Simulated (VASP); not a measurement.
# CdS (Pmmn) in VASP: single point with PBE

Aim: the single point of CdS with PBE.

Program: VASP 6.6.1. These are calculated values, not measurements. Logs are shortened: lines on timing, memory, paths and dates and some standing lists are left out, and cuts for length are marked.

### Step 1. The cell of the first run

The structure is orthorhombic, space group Pmmn (No. 59). Conventional cell: a = 3.790 Å, b = 5.382 Å, c = 4.149 Å, α = 90.00°, β = 90.00°, γ = 90.00°. Within 3.5 Å of Cd (site symmetry mm2) lie 6 S at 2.69 to 2.85 Å. Within 3.5 Å of S (site symmetry mm2) lie 6 Cd at 2.69 to 2.85 Å.

### Step 2. Single point, PBE (strained)

INCAR reads:

```
SYSTEM = CdS
PREC     = Accurate       ! precision mode
ENCUT    = 520            ! plane-wave cutoff, eV
EDIFF    = 1E-7           ! SCF threshold, eV
ISMEAR   = 0              ! smearing method
SIGMA    = 0.05           ! smearing width, eV
LREAL    = .FALSE.        ! projectors in reciprocal space
LASPH    = .TRUE.         ! aspherical terms in the spheres
NELM     = 80             ! most SCF steps
ALGO     = Normal         ! electronic algorithm
ISIF     = 2              ! what is computed and relaxed
LWAVE    = .FALSE.        ! write WAVECAR
LCHARG   = .FALSE.        ! write CHGCAR
GGA      = PE             ! functional
NBANDS   = 26             ! bands
```

KPOINTS reads:

```
regular mesh
0
G
  10 8 10
  0 0 0
```

POSCAR reads:

```
CdS
1.0
    3.7896306512      0.0000000000      0.0000000000
    0.0000000000      5.3820270529      0.0000000000
    0.0000000000      0.0000000000      4.1487520872
Cd S
2 2
Direct
    0.5000000000      0.5000000000      0.2533043378
    0.0000000000      0.0000000000      0.7466956622
    0.5000000000      0.0000000000      0.2587426812
    0.0000000000      0.5000000000      0.7412573188
```

Potentials or basis: VASP PAW PBE potentials, release 64 (Cd, S).

On the command line:

```bash
$ cat potpaw_PBE.64/Cd/POTCAR potpaw_PBE.64/S/POTCAR > POTCAR
$ mpirun -np 1 vasp_std > vasp.out
```

OUTCAR:

```text
SYSTEM = CdS
   PREC = Accurate
   ENCUT = 520
   EDIFF = 1E-7
   ISMEAR = 0
   LREAL = .FALSE.
   LASPH = .TRUE.
   NELM = 80
   ISIF = 2
   GGA = PE

 ion  position               nearest neighbor table
   1  0.500  0.500  0.253-   3 2.69   3 2.69   4 2.77   4 2.77   4 2.85   4 2.85
   2  0.000  0.000  0.747-   4 2.69   4 2.69   3 2.77   3 2.77   3 2.85   3 2.85
   3  0.500  0.000  0.259-   1 2.69   1 2.69   2 2.77   2 2.77   2 2.85   2 2.85
   4  0.000  0.500  0.741-   2 2.69   2 2.69   1 2.77   1 2.77   1 2.85   1 2.85

  LATTYP: Found a simple orthorhombic cell.
 ALAT       =     3.7896306512
 B/A-ratio  =     1.0947642314
 C/A-ratio  =     1.4201983117

  Lattice vectors:

 A1 = (  -3.7896306512,   0.0000000000,   0.0000000000)
 A2 = (   0.0000000000,   0.0000000000,   4.1487520872)
 A3 = (   0.0000000000,   5.3820270529,   0.0000000000)

Analysis of symmetry for initial positions (statically):
=====================================================================
 Subroutine PRICEL returns:
 Original cell was already a primitive cell.

 Routine SETGRP: Setting up the symmetry group for a
 simple orthorhombic supercell.

 Subroutine GETGRP returns: Found  8 space group operations
 (whereof  4 operations were pure point group operations)
 out of a pool of  8 trial point group operations.

The static configuration has the point symmetry C_2v.
 The point group associated with its full space group is D_2h.

Analysis of symmetry for dynamics (positions and initial velocities):
=====================================================================
 Subroutine PRICEL returns:
 Original cell was already a primitive cell.

 Routine SETGRP: Setting up the symmetry group for a
 simple orthorhombic supercell.

 Subroutine GETGRP returns: Found  8 space group operations
 (whereof  4 operations were pure point group operations)
 out of a pool of  8 trial point group operations.

The dynamic configuration has the point symmetry C_2v.
 The point group associated with its full space group is D_2h.

 Subroutine INISYM returns: Found  8 space group operations
 (whereof  4 operations are pure point group operations),
 and found     1 'primitive' translations

----------------------------------------------------------------------------------------

                                     Primitive cell

  volume of cell :      84.6175

  direct lattice vectors                    reciprocal lattice vectors
     3.789630651  0.000000000  0.000000000     0.263877959  0.000000000  0.000000000
     0.000000000  5.382027053  0.000000000     0.000000000  0.185803600  0.000000000
[... 86 lines left out ...]
   LASPH  =      T    aspherical Exc in radial PAW
   ENCUT  =  520.0 eV  38.22 Ry    6.18 a.u.   7.05 10.01  7.71*2*pi/ulx,y,z
   NELM   =     80;   NELMIN=  2; NELMDL= -5     # of ELM steps
   EDIFF  = 0.1E-06   stopping-criterion for ELM
   LREAL  =      F    real-space projection
   EDIFFG = 0.1E-05   stopping-criterion for IOM
   NSW    =      0    number of steps for IOM
   IBRION =     -1    ionic relax: 0-MD 1-quasi-New 2-CG
   NFREE  =      0    steps in history (QN), initial steepest desc. (CG)
   ISIF   =      2    stress and relaxation
   ISYM   =      2    0-nonsym 1-usesym 2-fastsym
   POTIM  = 0.5000    time-step for ionic-motion
   TEBEG  =    0.0;   TEEND  =   0.0 temperature during run
   PSTRESS=    0.0 pullay stress
   NELECT =      36.0000    total number of electrons
   NUPDOWN=      -1.0000    fix difference up-down
   EMIN   =  10.00;   EMAX   =-10.00  energy-range for DOS
   EFERMI =   0.00;   METHOD = LEGACY
   ISMEAR =     0;   SIGMA  =   0.05  broadening in eV -4-tet -1-fermi 0-gaus
   EFERMI_NEDOS =   21; number of points for ismear=-14 and -15
   IALGO  =     38    algorithm
   IMIX   =      4    mixing-type and parameters
     AMIX     =   0.40;   BMIX     =  1.00
     AMIX_MAG =   1.60;   BMIX_MAG =  1.00
  volume/ion in A,a.u.               =      21.15       142.76
  Fermi-wavevector in a.u.,A,eV,Ry     =   1.231276  2.326775 20.627000  1.516042
  Thomas-Fermi vector in A             =   2.366092
   LORBIT       =      0    0 simple, 1 ext, 2 COOP (PROOUT), +10 PAW based schemes
   GGA     = PE    functional components
   LHFCALC =     F    Hartree Fock is set to
   AEXX    =    0.0000 exact exchange contribution
   IVDW    =     0    specifies the selected vdW correction
   LEPSILON=     F    determine dielectric tensor
   LRPA    =     F    only Hartree local field effects (RPA)
 non-spin polarized calculation
 Gauss-broadening in eV      SIGMA  =   0.05
  energy-cutoff  :      520.00
  volume of cell :       84.62
 maximum number of plane-waves:      2304
   NGX = 15   NGY = 21   NGZ = 15

 number of electron      35.9999982 magnetization

 Free energy of the ion-electron system (eV)
  ---------------------------------------------------
  ext. energy  EPLUGINS =         0.00000000
  ---------------------------------------------------
  free energy    TOTEN  =       -11.66169693 eV

  energy without entropy =      -11.66152075  energy(sigma->0) =      -11.66160884

 E-fermi :   2.7491     XC(G=0): -10.2379

 val. band max:        2.7139044707   @ k =   0.0000   0.5000   0.5000
 cond. band min:       2.9054990517   @ k =   0.0000   0.1250   0.0000
 fundamental gap:      0.1915945810
 Fermi energy:         2.7491360764

 k-point     1 :       0.0000    0.0000    0.0000
  band No.  band energies     occupation
      1      -9.9911      2.00000
      2      -9.1184      2.00000
      3      -5.1164      2.00000
      4      -5.0164      2.00000
      5      -5.0159      2.00000
      6      -4.9694      2.00000
[... 685 lines left out ...]
     25      10.0135      0.00000
     26      10.0135      0.00000

 [... further k-points ...]
[... 5 lines left out ...]
  --------------------------------------------------------------------------------------
  -------------------------------------------------------------------------------------
  Total        0.6295957      0.4046165     -2.2488204      0.0000000      0.0000000      0.0000000
  in kB       11.9209842      7.6611502    -42.5799471      0.0000000      0.0000000      0.0000000
  external PRESSURE =      -7.6659376 kB  Pullay stress =       0.0000000 kB

 VOLUME and BASIS-vectors are now :
 -----------------------------------------------------------------------------
  energy-cutoff  :      520.00
  volume of cell :       84.62
      direct lattice vectors                 reciprocal lattice vectors
     3.789630651  0.000000000  0.000000000     0.263877959  0.000000000  0.000000000
     0.000000000  5.382027053  0.000000000     0.000000000  0.185803600  0.000000000
     0.000000000  0.000000000  4.148752087     0.000000000  0.000000000  0.241036336

 POSITION                                       TOTAL-FORCE (eV/Angst)
 -----------------------------------------------------------------------------------
      1.89482      2.69101      1.05090         0.000000      0.000000     -0.056452
      0.00000      0.00000      3.09786         0.000000      0.000000      0.056452
      1.89482      0.00000      1.07346         0.000000      0.000000     -0.122568
      0.00000      2.69101      3.07529         0.000000      0.000000      0.122568
 -----------------------------------------------------------------------------------
    total drift:                                0.000000     -0.000000     -0.000000

  FREE ENERGIE OF THE ION-ELECTRON SYSTEM (eV)
  ---------------------------------------------------
  free  energy   TOTEN  =       -11.6616969301 eV

  energy  without entropy=      -11.6615207464  energy(sigma->0) =      -11.66160884
```

OSZICAR:

```text
N       E                     dE             d eps       ncg     rms          rms(c)
DAV:   1     0.247513331297E+03    0.24751E+03   -0.17774E+04  9360   0.130E+03
DAV:   2     0.248979938532E+00   -0.24726E+03   -0.23759E+03 10258   0.326E+02
DAV:   3    -0.127495644736E+02   -0.12999E+02   -0.12914E+02 11124   0.748E+01
DAV:   4    -0.128661117577E+02   -0.11655E+00   -0.11644E+00 10482   0.677E+00
DAV:   5    -0.128674567756E+02   -0.13450E-02   -0.13449E-02 10944   0.748E-01    0.990E+00
DAV:   6    -0.117017449077E+02    0.11657E+01   -0.20142E+00 10838   0.141E+01    0.837E+00
DAV:   7    -0.116659542161E+02    0.35791E-01   -0.59175E-01  9960   0.425E+00    0.440E+00
DAV:   8    -0.116633164714E+02    0.26377E-02   -0.59165E-02  9906   0.246E+00    0.425E-01
DAV:   9    -0.116615447373E+02    0.17717E-02   -0.99158E-03 10570   0.111E+00    0.109E-01
DAV:  10    -0.116616509908E+02   -0.10625E-03   -0.90741E-04 10008   0.252E-01    0.963E-02
DAV:  11    -0.116617121187E+02   -0.61128E-04   -0.14153E-04 10070   0.835E-02    0.773E-02
DAV:  12    -0.116616975159E+02    0.14603E-04   -0.59166E-05  9880   0.458E-02    0.806E-03
DAV:  13    -0.116616969211E+02    0.59479E-06   -0.96453E-06 10116   0.215E-02    0.927E-03
DAV:  14    -0.116616970239E+02   -0.10279E-06   -0.46771E-07  9970   0.614E-03    0.334E-03
DAV:  15    -0.116616969301E+02    0.93799E-07   -0.41166E-08  5038   0.139E-03
   1 F= -.11661697E+02 E0= -.11661609E+02  d E =-.176184E-03
```

stdout:

```text
POSCAR found type information on POSCAR CdS
 POSCAR found :  2 types and       4 ions
 scaLAPACK will be used
 LDA part: xc-table for (Slater+PW92), standard interpolation
 POSCAR, INCAR and KPOINTS ok, starting setup
 FFT: planning ... GRIDC
 FFT: planning ... GRID_SOFT
 FFT: planning ... GRID
 WAVECAR not read
 entering main loop
```

Wall time 5.1 min (1 thread of Intel Xeon Platinum 8488C (Sapphire Rapids), shared host); peak memory 0.42 GiB.

Results:

| Quantity | Value |
| --- | --- |
| Free energy | -11.6617 eV |
| Pressure | -0.8 GPa |
| Largest force | 0.123 eV/Å |
| Band gap on the k mesh | zero (band 18 reaches 2.71 eV, above the bottom of band 19 at 2.67 eV) |

Forces on the atoms (eV/Å):
```
Cd   0.000  0.000 -0.056
Cd   0.000  0.000  0.056
S    0.000  0.000 -0.123
S    0.000  0.000  0.123
```

Levels at points of the mesh, in eV from the Fermi level:
```tsv
k point	band 15	band 16	band 17	band 18	band 19	band 20	band 21	band 22
(0.00, 0.00, 0.00)	-1.75	-1.06	-1.02	-0.42	-0.08	0.56	5.90	8.42
(0.50, 0.00, 0.00)	-2.39	-2.39	-0.58	-0.58	3.63	3.63	4.84	4.84
(0.00, 0.50, 0.00)	-1.80	-1.80	-1.02	-1.02	3.07	3.07	6.45	6.45
(0.50, 0.50, 0.00)	-0.40	-0.40	-0.15	-0.15	3.04	3.04	5.08	5.08
(0.00, 0.00, 0.50)	-2.64	-2.45	-0.29	-0.17	4.27	4.28	5.33	5.39
(0.50, 0.00, 0.50)	-2.29	-2.29	-1.94	-1.94	0.20	0.20	6.02	6.02
(0.00, 0.50, 0.50)	-0.07	-0.07	-0.04	-0.04	3.64	3.64	6.06	6.06
(0.50, 0.50, 0.50)	-3.03	-3.03	-2.93	-2.93	3.56	3.56	6.75	6.75
```

Caveat: the cell differs from its parent crystal (strained).
